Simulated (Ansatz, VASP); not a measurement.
Two plane-wave programs on WC

INCAR

```
ALGO     = Normal         # electronic algorithm
EDIFF    = 1E-7           # SCF threshold, eV
ENCUT    = 520            # plane-wave cutoff, eV
GGA      = PS             # functional
ISIF     = 2              # what is computed and relaxed
ISMEAR   = 0              # smearing method
LASPH    = T              # aspherical terms in the spheres
LCHARG   = F              # write CHGCAR
LREAL    = F              # projectors in reciprocal space
LWAVE    = F              # write WAVECAR
NBANDS   = 16             # bands
NELM     = 80             # most SCF steps
PREC     = Accurate       # precision mode
SIGMA    = 0.15           # smearing width, eV
```

File KPOINTS:

```
k-points
0
Gamma
  18 18 18
```

The input POSCAR:

```
WC
1.0
    0.0000000000      2.1049766400      2.1049766400
    2.1049766400      0.0000000000      2.1049766400
    2.1049766400      2.1049766400      0.0000000000
W C
1 1
Direct
    0.0000000000      0.0000000000      0.0000000000
    0.5000000000      0.5000000000      0.5000000000
```

Input for Ansatz:

```yaml
crystal:
  lattice:
    - [0.0, 2.10497664, 2.10497664]
    - [2.10497664, 0.0, 2.10497664]
    - [2.10497664, 2.10497664, 0.0]
  atoms:
    - { symbol: W, position: [0.0, 0.0, 0.0] }
    - { symbol: C, position: [0.5, 0.5, 0.5] }
basis:
  ecutwfc: 420
kpoints:
  mp_grid: { grid: [18, 18, 18] }
hamiltonian:
  xc: pbesol
scf:
  occupations: { method: gaussian, width: 0.15 }
output:
  forces: true
  stress: true
  eigenvalues: true
  write_density: true
  write_potential: true
  elf: true
  volumetric_format: npy
```

Change from the starting cell: strain -0.040 along x and y, -0.040 along z, atoms carried along.

Alike in both runs: task single point; functional PBEsol; k mesh 18 × 18 × 18; occupations gaussian, width 0.15 eV; no spin polarisation.

```csv
,VASP,Ansatz
version,VASP 6.6.1,Ansatz 0.2.0
potentials or method,"VASP PAW PBE potentials, release 64 (W_sv, C), cutoff 520 eV","scalar-relativistic, plane waves, PAW"
valence electrons in the cell,18,18
```

|  | VASP | Ansatz | Ansatz less VASP |
| --- | --- | --- | --- |
| gap on the k mesh at the Fermi level (eV) | none | none | - |
| pressure (GPa) | 47.1 | 45.3 | -1.75 |

VASP's potentials were made for PBE, not for PBEsol. A gap of «none» marks a metal or a gap that the smearing closes. Both programs put the cell under a high pressure, so it lies far from rest at this level.

Spin-orbit coupling is off throughout.
